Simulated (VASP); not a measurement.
Here is a VASP 6.6.1 calculation.

INCAR

```
SYSTEM = HF
  PREC = Accurate
  ENCUT = 1010
  EDIFF = 1E-6
  ISMEAR = -1
  SIGMA = 0.05
  LREAL = Auto
  LASPH = .True.
  NELM = 120
  ALGO = Normal
  ISIF = 2
  LWAVE = .False.
  LCHARG = .False.
  GGA = PE
  NBANDS = 56
  GGA_COMPAT = .False.
```

KPOINTS

```
Automatic mesh
0
Gamma
  1 1 1
  0 0 0
```

Contents of POSCAR:

```
HF
1.0
    6.9795320000      0.0000000000      0.0000000000
    0.0000000000      6.9795320000      0.0000000000
    0.0000000000      0.0000000000      6.9795320000
F H
10 10
Direct
    0.4944027766      0.1625753704      0.2485410197
    0.6167748783      0.4640282472      0.6012724062
    0.1795965689      0.4519214182      0.3771313034
    0.7118958692      0.5783768883      0.2747318875
    0.9218239848      0.2033087605      0.3891951495
    0.9340597622      0.8308723278      0.9633024105
    0.2066614209      0.0286838716      0.0834583178
    0.3579323084      0.6421490725      1.1443174127
    0.8310585867      0.9442323640      0.6392978784
    0.4040528792      0.7004767655      0.7711548568
    0.3985367500      0.0784723102      0.1913881905
    0.6656176947      0.5147623078      0.4785564419
    0.2591434497      0.4638849711      0.2601607099
    0.5862714004      0.6228497842      0.2441424439
    1.0187645819      0.3041178119      0.3819310521
    0.9025820069      0.8773654165      0.8245251974
    0.0903785526     -0.0476106421      0.0825556785
    0.3690218771      0.6354150966      1.0055258719
    0.8755887931      1.0526923582      0.5575732012
    0.4766651976      0.6103417822      0.7012074735
```

Potentials or basis: VASP PAW PBE potentials, release 64 (F_h, H_h).

Launch:

```console
$ cat potpaw_PBE.64/F_h/POTCAR potpaw_PBE.64/H_h/POTCAR > POTCAR
$ mpirun -np 1 vasp_gam > vasp.out
```

Task: Predict the pressure.

Result: -1.1 GPa.

Task: Predict the largest force.

Result: 2.008 eV/Å.

Stress tensor (GPa, compression positive):
```
-0.42 -0.39  0.11
-0.39 -0.82  0.87
 0.11  0.87 -2.12
```

Caveat: the k points lie up to 0.90 Å⁻¹ apart, too coarse for converged energies, forces and pressures.
